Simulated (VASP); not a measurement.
Write the native input for VASP 6.6.1 that does the following.

* Task: single point
* Functional: PBEsol
* Dispersion: D3(BJ)
* Potentials or basis: VASP PAW PBE potentials, release 64 (Ti_sv)
* Cutoff: 520 eV
* k mesh: 12 × 12 × 12
* Occupations: fermi-dirac, width 0.15 eV
* Spin: no spin polarisation
* Dipole correction: no
* Further INCAR settings: ALGO = Normal; EDIFF = 1e-06; NBANDS = 12

The structure of Ti lies in POSCAR:

```
Ti
1.0
   -1.5796836643      1.5796836643      1.5796836643
    1.5796836643     -1.5796836643      1.5796836643
    1.5796836643      1.5796836643     -1.5796836643
Ti
1
Direct
    0.0000000000      0.0000000000      0.0000000000
```

These files were run (other wordings do the same):

INCAR

```
SYSTEM = Ti
PREC = Accurate ; ENCUT = 520
EDIFF = 1E-6 ; ISMEAR = -1
SIGMA = 0.15 ; LREAL = .FALSE.
LASPH = .TRUE. ; NELM = 80
ALGO = Normal ; ISIF = 2
LWAVE = .FALSE. ; LCHARG = .FALSE.
GGA = PS ; IVDW = 12
NBANDS = 12
```

KPOINTS

```
regular mesh
0
G
  12 12 12
  0 0 0
```

Potentials or basis: VASP PAW PBE potentials, release 64 (Ti_sv).

Launch:

```bash
$ cat potpaw_PBE.64/Ti_sv/POTCAR > POTCAR
$ mpirun -np 1 vasp_std > vasp.out
```

Results of the run:

* Pressure: -0.4 GPa
* Band gap on the k mesh: zero (band 6 reaches 10.07 eV, above the bottom of band 7 at 8.36 eV)
* Dispersion energy per atom: -0.662 eV

Caveat: the PAW data sets were made with another functional, which shifts forces and pressure a little; pairwise dispersion overbinds metals, which lowers pressure and volume.

It took 14 s on 1 thread of Intel Xeon 8259CL (shared host), peak memory 0.14 GiB.
